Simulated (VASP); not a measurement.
# Re (Fm-3m) in VASP: further runs

Re is run at these levels: LDA; tasks: single point.

All numbers are computed with VASP 6.6.1; they aren't measurements. Logs are shortened: lines on timing, memory, paths and dates and some standing lists are left out, and cuts for length are marked.

### Step 1. The cell of the first run

It takes space group Fm-3m (No. 225, cubic). The conventional cell has a = 3.911 Å, b = 3.911 Å, c = 3.911 Å, α = 90.00°, β = 90.00°, γ = 90.00°. Re (site symmetry m-3m) has 12 Re at 2.77 Å within 3.6 Å.

This isn't the form of Re at room conditions, which is hcp.

### Step 2. Single point, LDA (14.96 Å³/atom)

INCAR reads:

```
SYSTEM = Re
ALGO = Normal
EDIFF = 1E-7
ENCUT = 520
ISIF = 2
ISMEAR = -1
LASPH = .TRUE.
LCHARG = .TRUE.
LELF = .TRUE.
LREAL = .FALSE.
LVHAR = .TRUE.
LWAVE = .FALSE.
NBANDS = 10
NELM = 100
PREC = Accurate
SIGMA = 0.1
```

KPOINTS reads:

```
k-points
0
G
  16 16 16
  0 0 0
```

POSCAR reads:

```
Re
1.0
    0.0000000000      1.9555705218      1.9555705218
    1.9555705218      0.0000000000      1.9555705218
    1.9555705218      1.9555705218      0.0000000000
Re
1
Direct
    0.0000000000      0.0000000000      0.0000000000
```

Potentials or basis: VASP PAW LDA potentials, release 64 (Re).

The run is started by

```sh
$ cat potpaw_LDA.64/Re/POTCAR > POTCAR
$ mpirun -np 1 vasp_std > vasp.out
```

OUTCAR:

```text
SYSTEM = Re
   EDIFF = 1E-7
   ENCUT = 520
   ISIF = 2
   ISMEAR = -1
   LASPH = .TRUE.
   LREAL = .FALSE.
   NELM = 100
   PREC = Accurate

 ion  position               nearest neighbor table
   1  0.000  0.000  0.000-

  LATTYP: Found a face centered cubic cell.
 ALAT       =     3.9111410436

  Lattice vectors:

 A1 = (   0.0000000000,   1.9555705218,   1.9555705218)
 A2 = (   1.9555705218,   0.0000000000,   1.9555705218)
 A3 = (   1.9555705218,   1.9555705218,   0.0000000000)

Analysis of symmetry for initial positions (statically):
=====================================================================
 Subroutine PRICEL returns:
 Original cell was already a primitive cell.

 Routine SETGRP: Setting up the symmetry group for a
 face centered cubic supercell.

 Subroutine GETGRP returns: Found 48 space group operations
 (whereof 48 operations were pure point group operations)
 out of a pool of 48 trial point group operations.

The static configuration has the point symmetry O_h .

Analysis of symmetry for dynamics (positions and initial velocities):
=====================================================================
 Subroutine PRICEL returns:
 Original cell was already a primitive cell.

 Routine SETGRP: Setting up the symmetry group for a
 face centered cubic supercell.

 Subroutine GETGRP returns: Found 48 space group operations
 (whereof 48 operations were pure point group operations)
 out of a pool of 48 trial point group operations.

The dynamic configuration has the point symmetry O_h .

 Subroutine INISYM returns: Found 48 space group operations
 (whereof 48 operations are pure point group operations),
 and found     1 'primitive' translations

----------------------------------------------------------------------------------------

                                     Primitive cell

  volume of cell :      14.9572

  direct lattice vectors                    reciprocal lattice vectors
     0.000000000  1.955570522  1.955570522    -0.255679861  0.255679861  0.255679861
     1.955570522  0.000000000  1.955570522     0.255679861 -0.255679861  0.255679861
     1.955570522  1.955570522  0.000000000     0.255679861  0.255679861 -0.255679861

  length of vectors
     2.765594354  2.765594354  2.765594354     0.442850510  0.442850510  0.442850510

  position of ions in fractional coordinates (direct lattice)
     0.000000000  0.000000000  0.000000000

  ion indices of the primitive-cell ions
   primitive index   ion index
                 1           1

----------------------------------------------------------------------------------------

 KPOINTS: k-points

Automatic generation of k-mesh.
 Grid dimensions read from file:
 generate k-points for:   16   16   16

 Generating k-lattice:

  Cartesian coordinates                     Fractional coordinates (reciprocal lattice)
    -0.015979991  0.015979991  0.015979991     0.062500000  0.000000000  0.000000000
     0.015979991 -0.015979991  0.015979991     0.000000000  0.062500000  0.000000000
     0.015979991  0.015979991 -0.015979991     0.000000000  0.000000000  0.062500000

  Length of vectors
     0.027678157  0.027678157  0.027678157

  Shift w.r.t. Gamma in fractional coordinates (k-lattice)
     0.000000000  0.000000000  0.000000000

 Subroutine IBZKPT returns following result:
 ===========================================

 Found    145 irreducible k-points:

 Following reciprocal coordinates:
            Coordinates               Weight
  0.000000  0.000000  0.000000      1.000000
  0.062500  0.000000  0.000000      8.000000
  0.125000  0.000000  0.000000      8.000000
  0.187500  0.000000  0.000000      8.000000
  0.250000  0.000000  0.000000      8.000000
  0.312500  0.000000  0.000000      8.000000
[... 16 lines left out ...]
 -0.125000  0.062500  0.000000     24.000000
 -0.062500  0.062500  0.000000     12.000000
 [... further k-points ...]
   k-points           NKPTS =    145   k-points in BZ     NKDIM =    145   number of bands    NBANDS=     10
   number of dos      NEDOS =    301   number of ions     NIONS =      1
   total plane-waves  NPLWV =  13824
   dimension x,y,z NGX =    24 NGY =   24 NGZ =   24
   dimension x,y,z NGXF=    48 NGYF=   48 NGZF=   48
   ions per type =               1
   NGX,Y,Z   is equivalent  to a cutoff of  14.43, 14.43, 14.43 a.u.
   NGXF,Y,Z  is equivalent  to a cutoff of  28.85, 28.85, 28.85 a.u.
 SYSTEM =  Re
   PREC   = accura    normal or accurate (medium, high low for compatibility)
   ISTART =      0    job   : 0-new  1-cont  2-samecut
   ICHARG =      2    charge: 1-file 2-atom 10-const
   ISPIN  =      1    spin polarized calculation?
   LNONCOLLINEAR =      F non collinear calculations
   LSORBIT =      F    spin-orbit coupling
   LASPH  =      T    aspherical Exc in radial PAW
   ENCUT  =  520.0 eV  38.22 Ry    6.18 a.u.   5.14  5.14  5.14*2*pi/ulx,y,z
   NELM   =    100;   NELMIN=  2; NELMDL= -5     # of ELM steps
   EDIFF  = 0.1E-06   stopping-criterion for ELM
   LREAL  =      F    real-space projection
   EDIFFG = 0.1E-05   stopping-criterion for IOM
   NSW    =      0    number of steps for IOM
   IBRION =     -1    ionic relax: 0-MD 1-quasi-New 2-CG
   NFREE  =      0    steps in history (QN), initial steepest desc. (CG)
   ISIF   =      2    stress and relaxation
   ISYM   =      2    0-nonsym 1-usesym 2-fastsym
   POTIM  = 0.5000    time-step for ionic-motion
   TEBEG  =    0.0;   TEEND  =   0.0 temperature during run
   PSTRESS=    0.0 pullay stress
   NELECT =       7.0000    total number of electrons
   NUPDOWN=      -1.0000    fix difference up-down
   EMIN   =  10.00;   EMAX   =-10.00  energy-range for DOS
   EFERMI =   0.00;   METHOD = LEGACY
   ISMEAR =    -1;   SIGMA  =   0.10  broadening in eV -4-tet -1-fermi 0-gaus
   EFERMI_NEDOS =   21; number of points for ismear=-14 and -15
   IALGO  =     38    algorithm
   IMIX   =      4    mixing-type and parameters
     AMIX     =   0.40;   BMIX     =  1.00
     AMIX_MAG =   1.60;   BMIX_MAG =  1.00
  volume/ion in A,a.u.               =      14.96       100.94
  Fermi-wavevector in a.u.,A,eV,Ry     =   1.271035  2.401907 21.980605  1.615529
  Thomas-Fermi vector in A             =   2.403990
   LORBIT       =      0    0 simple, 1 ext, 2 COOP (PROOUT), +10 PAW based schemes
   GGA     = CA    functional components
   LHFCALC =     F    Hartree Fock is set to
   AEXX    =    0.0000 exact exchange contribution
   IVDW    =     0    specifies the selected vdW correction
   LEPSILON=     F    determine dielectric tensor
   LRPA    =     F    only Hartree local field effects (RPA)
 non-spin polarized calculation
  energy-cutoff  :      520.00
  volume of cell :       14.96
 maximum number of plane-waves:       415
 NGX is ok and might be reduce to    24
   NGX = 11   NGY = 11   NGZ = 11

 number of electron       7.0000001 magnetization

 Free energy of the ion-electron system (eV)
  ---------------------------------------------------
  ext. energy  EPLUGINS =         0.00000000
  ---------------------------------------------------
  free energy    TOTEN  =       -13.68956584 eV

  energy without entropy =      -13.66376553  energy(sigma->0) =      -13.67666569

 E-fermi :   7.8978     XC(G=0): -13.7546

 val. band max:        7.8614315422   @ k =   0.1875   0.1250   0.0000
 cond. band min:       7.9154721890   @ k =  -0.2500   0.3125   0.0625
 fundamental gap:      0.0540406469
 Fermi energy:         7.8977584103

 k-point     1 :       0.0000    0.0000    0.0000
  band No.  band energies     occupation
      1      -2.0381      2.00000
      2       6.0143      2.00000
      3       6.0143      2.00000
      4       6.0143      2.00000
      5       9.1090      0.00001
      6       9.1090      0.00001
      7      21.8668      0.00000
      8      27.3821      0.00000
      9      27.3821      0.00000
     10      27.3821      0.00000

 k-point     2 :       0.0625    0.0000    0.0000
  band No.  band energies     occupation
      1      -1.8591      2.00000
      2       5.8947      2.00000
      3       6.0982      2.00000
      4       6.0982      2.00000
      5       9.0422      0.00002
      6       9.0422      0.00002
      7      22.2136      0.00000
      8      26.4963      0.00000
      9      27.7085      0.00000
     10      27.7085      0.00000

 k-point     3 :       0.1250    0.0000    0.0000
  band No.  band energies     occupation
      1      -1.3472      2.00000
      2       5.6001      2.00000
      3       6.3068      2.00000
      4       6.3068      2.00000
      5       8.9089      0.00008
      6       8.9089      0.00008
      7      23.1156      0.00000
      8      24.9922      0.00000
      9      28.6497      0.00000
     10      28.6497      0.00000

 k-point     4 :       0.1875    0.0000    0.0000
  band No.  band energies     occupation
      1      -0.5889      2.00000
      2       5.2980      2.00000
      3       6.4924      2.00000
      4       6.4924      2.00000
      5       8.9092      0.00008
      6       8.9092      0.00008
      7      23.1044      0.00000
      8      24.7701      0.00000
      9      30.1052      0.00000
     10      30.1052      0.00000
[... 222 lines left out ...]
 k-point    22 :      -0.1875    0.0625    0.0000
  band No.  band energies     occupation
      1      -0.1614      2.00000
      2       5.0997      2.00000
      3       6.5190      2.00000
      4       6.6436      1.99999
      5       8.4582      0.00733
      6       9.5147      0.00000
      7      22.9297      0.00000
      8      25.2700      0.00000
      9      29.4391      0.00000
     10      31.6559      0.00000

 k-point    23 :      -0.1250    0.0625    0.0000
  band No.  band energies     occupation
      1      -0.9661      2.00000
      2       5.3615      2.00000
      3       6.4641      2.00000
      4       6.4690      2.00000
      5       8.4924      0.00522
      6       9.2105      0.00000
      7      23.7197      0.00000
      8      24.5881      0.00000
      9      28.3190      0.00000
     10      29.8597      0.00000

 k-point    24 :      -0.0625    0.0625    0.0000
  band No.  band energies     occupation
      1      -1.5680      2.00000
      2       5.6869      2.00000
      3       6.2161      2.00000
      4       6.2692      2.00000
      5       8.7739      0.00031
      6       9.1251      0.00001
      7      22.7624      0.00000
      8      25.7431      0.00000
      9      27.6741      0.00000
     10      28.5087      0.00000

 [... further k-points ...]

------------------------ aborting loop because EDIFF is reached ----------------------------------------

  FORCE on cell =-STRESS in cart. coord.  units (eV):
  Direction    XX          YY          ZZ          XY          YZ          ZX
  --------------------------------------------------------------------------------------
  -------------------------------------------------------------------------------------
  Total       -1.2504766     -1.2504766     -1.2504766      0.0000000     -0.0000000      0.0000000
  in kB     -133.9478337   -133.9478337   -133.9478337      0.0000000     -0.0000000      0.0000000
  external PRESSURE =    -133.9478337 kB  Pullay stress =       0.0000000 kB

 VOLUME and BASIS-vectors are now :
 -----------------------------------------------------------------------------
  energy-cutoff  :      520.00
  volume of cell :       14.96
      direct lattice vectors                 reciprocal lattice vectors
     0.000000000  1.955570522  1.955570522    -0.255679861  0.255679861  0.255679861
     1.955570522  0.000000000  1.955570522     0.255679861 -0.255679861  0.255679861
     1.955570522  1.955570522  0.000000000     0.255679861  0.255679861 -0.255679861

 POSITION                                       TOTAL-FORCE (eV/Angst)
 -----------------------------------------------------------------------------------
      0.00000      0.00000      0.00000         0.000000     -0.000000      0.000000
 -----------------------------------------------------------------------------------
    total drift:                               -0.000000      0.000000     -0.000000

  FREE ENERGIE OF THE ION-ELECTRON SYSTEM (eV)
  ---------------------------------------------------
  free  energy   TOTEN  =       -13.6895658423 eV

  energy  without entropy=      -13.6637655306  energy(sigma->0) =      -13.67666569
```

It took 29 s on 1 thread of AMD EPYC 7R43 (Zen 3), shared host; peak memory 0.11 GiB.

Results:

```yaml
Free_energy: -13.6896 eV
Pressure: -13.4 GPa
Band_gap_on_the_k_mesh: zero (an odd number of electrons rules out a gap without spin polarisation)
```

Levels at points of the mesh, in eV from the Fermi level:
| k point | band 1 | band 2 | band 3 | band 4 | band 5 | band 6 | band 7 | band 8 |
| --- | --- | --- | --- | --- | --- | --- | --- | --- |
| (0.00, 0.00, 0.00) | -9.94 | -1.88 | -1.88 | -1.88 | 1.21 | 1.21 | 13.97 | 19.48 |
| (0.50, 0.00, 0.00) | -6.73 | -2.09 | -2.09 | 0.33 | 3.72 | 3.72 | 9.76 | 13.47 |
| (0.50, 0.50, 0.00) | -6.67 | -5.83 | 2.86 | 3.66 | 4.46 | 4.46 | 12.21 | 12.21 |

Caveat: the cell stands under tension; spin-orbit coupling is left out, which moves the levels of the heavy elements.

### Step 3. Single point, LDA (15.53 Å³/atom)

This run uses another cell than the first one, of 15.53 Å³/atom.

Changes to INCAR since step 2:

```diff
@@ -2,4 +2,5 @@
 ALGO = Normal
-EDIFF = 1E-7
+EDIFF = 1E-6
 ENCUT = 520
+GGA = CA
 ISIF = 2
@@ -13,3 +14,3 @@
 NBANDS = 10
-NELM = 100
+NELM = 80
 PREC = Accurate
```

KPOINTS is that of step 2.

POSCAR reads:

```
Re
1.0
    0.0000000000      1.9803272072      1.9803272072
    1.9803272072      0.0000000000      1.9803272072
    1.9803272072      1.9803272072      0.0000000000
Re
1
Direct
    0.0000000000      0.0000000000      0.0000000000
```

Potentials or basis: VASP PAW LDA potentials, release 64 (Re).

The run is started by

```sh
$ cat potpaw_LDA.64/Re/POTCAR > POTCAR
$ mpirun -np 1 vasp_std > vasp.out
```

It took 29 s on 1 thread of AMD EPYC 7R43 (Zen 3), shared host; peak memory 0.11 GiB.

Results (log left out):

| Quantity | Value |
| --- | --- |
| Free energy | -13.6196 eV |
| Pressure | -25.4 GPa |
| Band gap on the k mesh | zero (an odd number of electrons rules out a gap without spin polarisation) |

Levels at points of the mesh, in eV from the Fermi level:
```tsv
k point	band 2	band 3	band 4	band 5	band 6	band 7
(0.00, 0.00, 0.00)	-1.78	-1.78	-1.78	1.14	1.14	13.94
(0.50, 0.00, 0.00)	-1.97	-1.97	0.27	3.50	3.50	9.22
(0.50, 0.50, 0.00)	-5.53	2.71	3.44	4.19	4.19	11.91
```

Caveat: the cell stands under tension; spin-orbit coupling is left out, which moves the levels of the heavy elements.
